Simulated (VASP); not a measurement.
Wanted: the native input for a VASP 6.6.1 run.

```
Task                   : single point
Functional             : PBE
Potentials or basis    : VASP PAW PBE potentials, release 64 (Te, Pt)
Cutoff                 : 520 eV
k mesh                 : 6 × 6 × 1
Occupations            : gaussian, width 0.1 eV
Spin                   : no spin polarisation
Dipole correction      : yes
Further INCAR settings : ALGO = Normal; EDIFF = 1e-07; NBANDS = 15
```

The structure of TePt lies in POSCAR:

```
TePt
1.0
    3.9631320000      0.0000000000      0.0000000000
   -1.9815660000      3.4321730000      0.0000000000
    0.0000000000      0.0000000000     16.0000000000
Te Pt
1 1
Direct
    0.6666666700      0.3333333300      0.5380927700
    0.0000000000      0.0000000000      0.4619072300
```

These files were run (other wordings do the same):

INCAR

```
SYSTEM = TePt
ALGO = Normal
DIPOL = 0.5 0.5 0.500
EDIFF = 1E-7
ENCUT = 520
GGA = PE
IDIPOL = 3
ISIF = 2
ISMEAR = 0
LASPH = .TRUE.
LCHARG = .FALSE.
LDIPOL = .TRUE.
LREAL = .FALSE.
LWAVE = .FALSE.
NBANDS = 15
NELM = 60
PREC = Accurate
SIGMA = 0.1
```

KPOINTS

```
k-points
0
G
  6 6 1
  0 0 0
```

Potentials or basis: VASP PAW PBE potentials, release 64 (Te, Pt).

Launch:

```sh
$ cat potpaw_PBE.64/Te/POTCAR potpaw_PBE.64/Pt/POTCAR > POTCAR
$ mpirun -np 1 vasp_std > vasp.out
```

It gave:

```json
{
 "Largest force": "1.118 eV/Å",
 "Band gap on the k mesh": "zero (bands 8 and 9 overlap by 1.77 eV)"
}
```

Caveat: spin-orbit coupling is left out, which moves the levels of the heavy elements.

Wall time 64 s on 1 thread of AMD EPYC 7R13, with other jobs on the host, peak memory 0.28 GiB.
